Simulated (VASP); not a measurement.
## SrCo3: single point with PBE

SrCo3:

```
Sr Co
1.0
     3.97994    0.00000    0.00000
     0.00000    3.97994    0.00000
     0.00000    0.00000    3.97994
Sr Co
1 3
Direct
  0.00000 0.00000 0.00000
  0.00000 0.50000 0.50000
  0.50000 0.50000 0.00000
  0.50000 0.00000 0.50000
```

| Item | Value |
| --- | --- |
| Program | VASP 6.6.1 |
| Task | single point |
| Functional | PBE |
| Potentials or basis | VASP PAW PBE potentials, release 64 (Sr_sv, Co) |
| Cutoff | 520 eV |
| k mesh | 8 × 8 × 8 |
| Occupations | gaussian, width 0.05 eV |
| Spin | collinear spin, ferromagnetic start |
| Starting moments | [0.0, 1.67, 1.67, 1.67] μB |
| Dipole correction | no |
| Further INCAR settings | ALGO = Fast; EDIFF = 1e-06; NBANDS = 30 |

| Property | Result |
| --- | --- |
| Pressure | 2.0 GPa |
| Net moment | 4.13 μB per cell |
| Site moments | Sr -0.12; Co +1.48 μB |
| Valence electrons inside the program's atomic spheres | Sr 8.35; Co 7.99 |

Levels at points of the mesh, in eV from the Fermi level:
Spin up:
| k point | band 17 | band 18 | band 19 | band 20 | band 21 | band 22 | band 23 | band 24 |
| --- | --- | --- | --- | --- | --- | --- | --- | --- |
| (0.00, 0.00, 0.00) | -0.89 | -0.61 | -0.61 | -0.61 | 3.14 | 3.14 | 3.34 | 3.34 |
| (0.50, 0.00, 0.00) | -1.56 | -1.26 | -1.07 | -1.07 | -0.61 | 2.66 | 2.66 | 2.99 |
| (0.50, 0.50, 0.00) | -1.68 | -1.44 | -1.23 | -0.96 | -0.28 | 1.16 | 1.16 | 3.94 |
| (0.50, 0.50, 0.50) | -0.79 | -0.79 | -0.79 | -0.39 | 1.69 | 1.69 | 1.69 | 2.52 |
Spin down:
| k point | band 15 | band 16 | band 17 | band 18 | band 19 | band 20 |
| --- | --- | --- | --- | --- | --- | --- |
| (0.00, 0.00, 0.00) | 0.62 | 0.62 | 0.82 | 0.82 | 0.82 | 1.07 |
| (0.50, 0.00, 0.00) | -0.04 | -0.04 | 0.01 | 0.10 | 0.26 | 0.73 |
| (0.50, 0.50, 0.00) | -0.45 | -0.17 | 0.00 | 0.11 | 0.12 | 0.13 |
| (0.50, 0.50, 0.50) | -0.16 | -0.16 | -0.16 | 0.87 | 0.87 | 0.87 |

It took 73 s on 1 thread of Intel(R) Xeon(R) 6975P-C (Granite Rapids), with other jobs on the host, peak memory 0.25 GiB.
